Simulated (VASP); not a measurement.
# Co (P6_3/mmc) in VASP: notebook, part 3 of 3

VASP 6.6.1. The steps go on from the part before.

## (7) Single point, PBEsol, collinear spin, ferromagnetic start

INCAR reads:

```
SYSTEM = Co
ALGO = Fast
EDIFF = 1E-7
ENCUT = 520
GGA = PS
ISIF = 2
ISMEAR = 0
ISPIN = 2
LASPH = .TRUE.
LCHARG = .FALSE.
LMAXMIX = 4
LORBIT = 11
LREAL = .FALSE.
LWAVE = .FALSE.
MAGMOM = 1.81 1.83 1.81 1.83
NBANDS = 30
NELM = 150
PREC = Accurate
SIGMA = 0.15
```

KPOINTS reads:

```
k-points
0
G
  24 24 6
  0 0 0
```

POSCAR reads:

```
Co
1.0
    2.4552110701      0.0000000000      0.0000000000
   -1.2276055351      2.1262751584      0.0000000000
    0.0000000000      0.0000000000      7.9648408896
Co
4
Direct
    0.0000000000      0.0000000000      0.0000000000
    0.3333333333      0.6666666667      0.2500000000
    0.0000000000      0.0000000000      0.5000000000
    0.6666666667      0.3333333333      0.7500000000
```

Potentials or basis: VASP PAW PBE potentials, release 64 (Co).

Started as:

```bash
cat potpaw_PBE.64/Co/POTCAR > POTCAR
mpirun -np 1 vasp_std > vasp.out
```

OUTCAR:

```text
SYSTEM = Co
   EDIFF = 1E-7
   ENCUT = 520
   GGA = PS
   ISIF = 2
   ISMEAR = 0
   ISPIN = 2
   LASPH = .TRUE.
   LORBIT = 11
   LREAL = .FALSE.
   NELM = 150
   PREC = Accurate

 ion  position               nearest neighbor table
   1  0.000  0.000  0.000-   2 2.44   4 2.44   4 2.44   2 2.44   4 2.44   2 2.44
   2  0.333  0.667  0.250-   1 2.44   3 2.44   1 2.44   3 2.44   1 2.44   3 2.44
   3  0.000  0.000  0.500-   2 2.44   4 2.44   4 2.44   2 2.44   4 2.44   2 2.44
   4  0.667  0.333  0.750-   1 2.44   3 2.44   1 2.44   3 2.44   1 2.44   3 2.44

  LATTYP: Found a hexagonal cell.
 ALAT       =     2.4552110701
 C/A-ratio  =     3.2440554650

  Lattice vectors:

 A1 = (   2.4552110701,   0.0000000000,   0.0000000000)
 A2 = (  -1.2276055351,   2.1262751584,   0.0000000000)
 A3 = (   0.0000000000,   0.0000000000,   7.9648408896)

Analysis of symmetry for initial positions (statically):
=====================================================================
 Subroutine PRICEL returns:
 Original cell was already a primitive cell.

 Routine SETGRP: Setting up the symmetry group for a
 hexagonal supercell.

 Subroutine GETGRP returns: Found 24 space group operations
 (whereof 12 operations were pure point group operations)
 out of a pool of 24 trial point group operations.

The static configuration has the point symmetry D_3d.
 The point group associated with its full space group is D_6h.

Analysis of symmetry for dynamics (positions and initial velocities):
=====================================================================
 Subroutine PRICEL returns:
 Original cell was already a primitive cell.

 Routine SETGRP: Setting up the symmetry group for a
 hexagonal supercell.

 Subroutine GETGRP returns: Found 24 space group operations
 (whereof 12 operations were pure point group operations)
 out of a pool of 24 trial point group operations.

The dynamic configuration has the point symmetry D_3d.
 The point group associated with its full space group is D_6h.

Analysis of structural, dynamic, and magnetic symmetry:
=====================================================================
 Subroutine PRICEL returns:
 Original cell was already a primitive cell.

 Routine SETGRP: Setting up the symmetry group for a
 hexagonal supercell.

 Subroutine GETGRP returns: Found 24 space group operations
 (whereof 12 operations were pure point group operations)
 out of a pool of 24 trial point group operations.

The overall configuration has the point symmetry D_3d.
 The point group associated with its full space group is D_6h.

 Subroutine INISYM returns: Found 24 space group operations
 (whereof 12 operations are pure point group operations),
 and found     1 'primitive' translations

----------------------------------------------------------------------------------------

                                     Primitive cell

  volume of cell :      41.5801

  direct lattice vectors                    reciprocal lattice vectors
     2.455211070  0.000000000  0.000000000     0.407296958  0.235153008  0.000000000
    -1.227605535  2.126275158  0.000000000     0.000000000  0.470306017  0.000000000
     0.000000000  0.000000000  7.964840890     0.000000000  0.000000000  0.125551786

  length of vectors
     2.455211070  2.455211070  7.964840890     0.470306017  0.470306017  0.125551786
[... 85 lines left out ...]
   EDIFF  = 0.1E-06   stopping-criterion for ELM
   LREAL  =      F    real-space projection
   EDIFFG = 0.1E-05   stopping-criterion for IOM
   NSW    =      0    number of steps for IOM
   IBRION =     -1    ionic relax: 0-MD 1-quasi-New 2-CG
   NFREE  =      0    steps in history (QN), initial steepest desc. (CG)
   ISIF   =      2    stress and relaxation
   ISYM   =      2    0-nonsym 1-usesym 2-fastsym
   POTIM  = 0.5000    time-step for ionic-motion
   TEBEG  =    0.0;   TEEND  =   0.0 temperature during run
   PSTRESS=    0.0 pullay stress
   NELECT =      36.0000    total number of electrons
   NUPDOWN=      -1.0000    fix difference up-down
   EMIN   =  10.00;   EMAX   =-10.00  energy-range for DOS
   EFERMI =   0.00;   METHOD = LEGACY
   ISMEAR =     0;   SIGMA  =   0.15  broadening in eV -4-tet -1-fermi 0-gaus
   EFERMI_NEDOS =   21; number of points for ismear=-14 and -15
   IALGO  =     68    algorithm
   IMIX   =      4    mixing-type and parameters
     AMIX     =   0.40;   BMIX     =  1.00
     AMIX_MAG =   1.60;   BMIX_MAG =  1.00
  volume/ion in A,a.u.               =      10.40        70.15
  Fermi-wavevector in a.u.,A,eV,Ry     =   1.560321  2.948579 33.124752  2.434601
  Thomas-Fermi vector in A             =   2.663550
   LORBIT       =     11    0 simple, 1 ext, 2 COOP (PROOUT), +10 PAW based schemes
   GGA     = PS    functional components
   LHFCALC =     F    Hartree Fock is set to
   AEXX    =    0.0000 exact exchange contribution
   IVDW    =     0    specifies the selected vdW correction
   LEPSILON=     F    determine dielectric tensor
   LRPA    =     F    only Hartree local field effects (RPA)
 spin polarized calculation
 RMM-DIIS sequential band-by-band and
 Gauss-broadening in eV      SIGMA  =   0.15
  energy-cutoff  :      520.00
  volume of cell :       41.58
 maximum number of plane-waves:      1151
   NGX =  9   NGY =  9   NGZ = 29

 number of electron      35.9999946 magnetization       6.3800653

 Free energy of the ion-electron system (eV)
  ---------------------------------------------------
  ext. energy  EPLUGINS =         0.00000000
  ---------------------------------------------------
  free energy    TOTEN  =       -30.93525186 eV

  energy without entropy =      -30.89456957  energy(sigma->0) =      -30.91491072

 E-fermi :  10.7483     XC(G=0): -13.8342

 val. band max:       10.7479764187   @ k =   0.2083   0.0417   0.0000
 cond. band min:      10.7504400380   @ k =   0.2500   0.1250   0.1667
 fundamental gap:      0.0024636192
 Fermi energy:        10.7482742668

 spin component 1

 k-point     1 :       0.0000    0.0000    0.0000
  band No.  band energies     occupation
      1       1.4549      1.00000
      2       3.7454      1.00000
      3       3.7659      1.00000
      4       5.3443      1.00000
      5       7.6642      1.00000
      6       7.6956      1.00000
[... 781 lines left out ...]
     29      23.4187      0.00000
     30      24.3901      0.00000

 [... further k-points ...]

 spin component 2

 k-point     1 :       0.0000    0.0000    0.0000
  band No.  band energies     occupation
      1       1.5349      1.00000
      2       3.9039      1.00000
      3       3.9084      1.00000
      4       6.2747      1.00000
      5       8.9853      1.00000
      6       9.0375      1.00000
[... 781 lines left out ...]
     29      24.0412      0.00000
     30      24.9431      0.00000

 [... further k-points ...]

------------------------ aborting loop because EDIFF is reached ----------------------------------------

  FORCE on cell =-STRESS in cart. coord.  units (eV):
  Direction    XX          YY          ZZ          XY          YZ          ZX
  --------------------------------------------------------------------------------------
  -------------------------------------------------------------------------------------
  Total       -0.1662926     -0.1662926     -0.2383779      0.0000000      0.0000000      0.0000000
  in kB       -6.4076384     -6.4076384     -9.1852547      0.0000000      0.0000000      0.0000000
  external PRESSURE =      -7.3335105 kB  Pullay stress =       0.0000000 kB

 VOLUME and BASIS-vectors are now :
 -----------------------------------------------------------------------------
  energy-cutoff  :      520.00
  volume of cell :       41.58
      direct lattice vectors                 reciprocal lattice vectors
     2.455211070  0.000000000  0.000000000     0.407296958  0.235153008  0.000000000
    -1.227605535  2.126275158  0.000000000     0.000000000  0.470306017  0.000000000
     0.000000000  0.000000000  7.964840890     0.000000000  0.000000000  0.125551786

 POSITION                                       TOTAL-FORCE (eV/Angst)
 -----------------------------------------------------------------------------------
      0.00000      0.00000      0.00000         0.000000      0.000000     -0.000000
     -0.00000      1.41752      1.99121        -0.000000     -0.000000     -0.000000
      0.00000      0.00000      3.98242         0.000000      0.000000     -0.000000
      1.22761      0.70876      5.97363         0.000000      0.000000      0.000000
 -----------------------------------------------------------------------------------
    total drift:                                0.000000     -0.000000      0.000000

  FREE ENERGIE OF THE ION-ELECTRON SYSTEM (eV)
  ---------------------------------------------------
  free  energy   TOTEN  =       -30.9352518587 eV

  energy  without entropy=      -30.8945695719  energy(sigma->0) =      -30.91491072

 total charge

# of ion       s       p       d       tot
------------------------------------------
    1        0.509   0.563   7.289   8.360
    2        0.508   0.566   7.281   8.355
    3        0.509   0.563   7.289   8.360
    4        0.508   0.566   7.281   8.355
--------------------------------------------------
tot          2.035   2.257  29.140  33.431

 magnetization (x)

# of ion       s       p       d       tot
------------------------------------------
    1       -0.014  -0.048   1.654   1.592
    2       -0.014  -0.049   1.673   1.610
    3       -0.014  -0.048   1.654   1.592
    4       -0.014  -0.049   1.673   1.610
--------------------------------------------------
tot         -0.056  -0.194   6.654   6.404
```

OSZICAR:

```text
N       E                     dE             d eps       ncg     rms          rms(c)
DAV:   1     0.235750849021E+03    0.23575E+03   -0.15196E+04 29928   0.161E+03
DAV:   2    -0.208761554961E+02   -0.25663E+03   -0.23879E+03 29328   0.310E+02
[... 11 lines left out ...]
RMM:  14    -0.309352510296E+02    0.88218E-05   -0.22023E-04 40898   0.754E-02    0.562E-02
RMM:  15    -0.309352513823E+02   -0.35268E-06   -0.37643E-05 41152   0.337E-02    0.273E-02
RMM:  16    -0.309352511096E+02    0.27268E-06   -0.11103E-05 42154   0.172E-02    0.698E-03
RMM:  17    -0.309352514967E+02   -0.38708E-06   -0.20698E-06 41157   0.742E-03    0.339E-03
RMM:  18    -0.309352517983E+02   -0.30160E-06   -0.33410E-07 23890   0.330E-03    0.138E-03
RMM:  19    -0.309352518587E+02   -0.60481E-07   -0.90923E-08 17941   0.216E-03
   1 F= -.30935252E+02 E0= -.30914911E+02  d E =-.406823E-01  mag=     6.3800
```

stdout:

```text
POSCAR found type information on POSCAR Co
 POSCAR found :  1 types and       4 ions
 scaLAPACK will be used
 -----------------------------------------------------------------------------
|                                                                             |
|                                                                             |
|     You enforced a specific xc type in the INCAR file but a different       |
|     I HOPE YOU KNOW WHAT YOU ARE DOING!                                     |
|                                                                             |
 -----------------------------------------------------------------------------

 LDA part: xc-table for (Slater+PW92), standard interpolation
 POSCAR, INCAR and KPOINTS ok, starting setup
 FFT: planning ... GRIDC
 FFT: planning ... GRID_SOFT
 FFT: planning ... GRID
 WAVECAR not read
 entering main loop
WARNING in EDDRMM: call to ZHEGV failed, returncode =   8  4     27
WARNING in EDDRMM: call to ZHEGV failed, returncode =   8  4     28
WARNING in EDDRMM: call to ZHEGV failed, returncode =   6  3     29
WARNING in EDDRMM: call to ZHEGV failed, returncode =   8  4     27
WARNING in EDDRMM: call to ZHEGV failed, returncode =   8  4     27
WARNING in EDDRMM: call to ZHEGV failed, returncode =   8  4     27
WARNING in EDDRMM: call to ZHEGV failed, returncode =   6  3     30
WARNING in EDDRMM: call to ZHEGV failed, returncode =   8  4     28
 num prob WARNING in EDDRMM: call to ZHEGV failed, returncode =   8  4     27
WARNING in EDDRMM: call to ZHEGV failed, returncode =   6  3     29
 num prob WARNING in EDDRMM: call to ZHEGV failed, returncode =   8  4     28
```

Run time: 10 min. Hardware: 1 thread of Oxide Virtual Turin-like, shared host; peak memory 0.44 GiB.

Results:

```
Free energy                                           : -30.9353 eV
Pressure                                              : -0.7 GPa
Net moment                                            : 6.38 μB per cell
Site moments                                          : Co +1.59, +1.61 (each value once) μB
Valence electrons inside the program's atomic spheres : Co 8.36
```

Stress tensor (GPa, compression positive):
```
-0.64  0.00  0.00
 0.00 -0.64  0.00
 0.00  0.00 -0.92
```

Levels at points of the mesh, in eV from the Fermi level:
Spin up:
```csv
k point,band 18,band 19,band 20,band 21,band 22,band 23,band 24,band 25
"(0.00, 0.00, 0.00)",-1.46,-1.46,-1.12,-1.12,-0.69,-0.69,-0.27,6.63
"(0.50, 0.00, 0.00)",-0.48,-0.45,-0.43,0.21,1.36,2.58,3.20,7.26
"(0.00, 0.00, 0.50)",-1.61,-1.61,-1.61,-0.88,-0.88,-0.88,-0.88,9.67
"(0.50, 0.00, 0.50)",-0.62,-0.48,-0.48,1.30,1.30,2.88,2.88,7.61
```
Spin down:
```tsv
k point	band 11	band 12	band 13	band 14	band 15	band 16	band 17	band 18
(0.00, 0.00, 0.00)	-1.15	-0.91	-0.91	-0.85	-0.85	-0.23	0.01	0.01
(0.50, 0.00, 0.00)	-0.83	-0.14	-0.11	0.53	1.21	1.24	1.27	1.27
(0.00, 0.00, 0.50)	-1.13	-1.13	-1.01	-1.01	-1.01	-1.01	0.21	0.21
(0.50, 0.00, 0.50)	-0.90	-0.90	-0.24	-0.24	0.84	0.84	1.23	1.23
```

Caveat: the PAW data sets were made with another functional, which shifts forces and pressure a little.

## (8) Summary

| cell | k mesh | smearing | gap on the mesh (eV) | pressure (GPa) | moment (μB) |
| --- | --- | --- | --- | --- | --- |
| a = 2.455, b = 2.455, c = 7.965 Å, angles 90.0, 90.0, 120.0°, 4 atoms | 24 × 24 × 8 | gaussian 0.1 eV | none | -0.8 | 6.39 |
| a = 2.504, b = 2.504, c = 7.869 Å, angles 90.0, 90.0, 120.0°, 4 atoms | 24 × 24 × 8 | gaussian 0.1 eV | none | -6.7 | 6.45 |
| a = 2.504, b = 2.504, c = 7.877 Å, angles 90.0, 90.0, 120.0°, 4 atoms | 24 × 24 × 8 | gaussian 0.1 eV | none | -7.0 | 6.45 |
| a = 2.553, b = 2.553, c = 7.787 Å, angles 90.0, 90.0, 120.0°, 4 atoms | 24 × 24 × 8 | gaussian 0.1 eV | none | -11.8 | 6.49 |
| a = 2.504, b = 2.504, c = 8.124 Å, angles 90.0, 90.0, 120.0°, 4 atoms | 24 × 24 × 8 | gaussian 0.1 eV | none | -13.1 | 6.56 |
| a = 2.455, b = 2.455, c = 7.965 Å, angles 90.0, 90.0, 120.0°, 4 atoms | 24 × 24 × 6 | gaussian 0.15 eV | none | -0.7 | 6.38 |

Alike in all rows: task single point; level PBEsol; potentials or basis VASP PAW PBE potentials, release 64 (Co); spin collinear, ferromagnetic start; cutoff (eV) 520.

Caveats: the PAW data sets were made with another functional, which shifts forces and pressure a little; the cell stands under tension (at least some runs).

Absolute energies hang on the potentials; compare differences alone.
